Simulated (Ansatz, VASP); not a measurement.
**One calculation of GaSb, two programs**

POSCAR

```
GaSb
1.0
    0.0000000000      2.9825250000      3.1354750000
    2.9825250000      0.0000000000      3.1354750000
    2.9825250000      2.9825250000      0.0000000000
Ga Sb
1 1
Direct
    0.0000000000      0.0000000000      0.0000000000
    0.7500000000      0.7500000000      0.7500000000
```

File INCAR.step1:

```
PREC = Accurate ; ENCUT = 520
ISMEAR = 0 ; SIGMA = 0.05
LREAL = False ; LASPH = True
NELM = 80 ; NBANDS = 16
GGA = PE ; ALGO = Normal
EDIFF = 1E-4 ; LWAVE = True
LCHARG = False
```

INCAR.step2

```
PREC = Accurate ; ENCUT = 520
EDIFF = 1E-7 ; ISMEAR = 0
SIGMA = 0.05 ; LREAL = False
LASPH = True ; NELM = 80
ALGO = Normal ; ISIF = 2
LWAVE = False ; LCHARG = False
METAGGA = R2SCAN ; LMIXTAU = True
NBANDS = 16 ; ISTART = 1
```

The input KPOINTS:

```
regular mesh
0
Gamma
  10 10 10
```

Input for Ansatz:

```yaml
crystal:
  lattice:
    - [0.0, 2.982525, 3.135475]
    - [2.982525, 0.0, 3.135475]
    - [2.982525, 2.982525, 0.0]
  atoms:
    - { symbol: Ga, position: [0.0, 0.0, 0.0] }
    - { symbol: Sb, position: [0.75, 0.75, 0.75] }
basis:
  ecutwfc: 500
kpoints:
  mp_grid: { grid: [10, 10, 10] }
hamiltonian:
  xc: r2scan
scf:
  occupations: { method: gaussian, width: 0.05 }
output:
  forces: true
  stress: true
  eigenvalues: true
```

Change from the starting cell: strain -0.025 along x and y, +0.025 along z, atoms carried along.

Alike in both runs: task single point; functional r2SCAN; k mesh 10 × 10 × 10; occupations gaussian, width 0.05 eV; no spin polarisation.

```csv
,VASP,Ansatz
version,VASP 6.6.1,Ansatz 0.2.0
potentials or method,"VASP PAW PBE potentials, release 64 (Ga_d, Sb), cutoff 520 eV","scalar-relativistic, plane waves, PAW"
valence electrons in the cell,18,28
```

Ansatz gave:

```
gap on the k mesh at the Fermi level (eV)                     : 0.53
least direct gap on the mesh (eV)                             : 0.53
pressure (GPa)                                                : 1.9
traceless stress, the component that is largest in VASP (GPa) : -1.84
```

What did VASP give for the same quantities?

gap on the k mesh at the Fermi level (eV): 0.52; least direct gap on the mesh (eV): 0.52; pressure (GPa): 2.0; traceless stress, the component that is largest in VASP (GPa): -1.84.

VASP's potentials were made for PBE, not for r2SCAN. VASP's potentials hold 18 valence electrons a cell and Ansatz's 28, so a difference there can come from the potentials and not from the codes.

Spin-orbit coupling is off throughout.
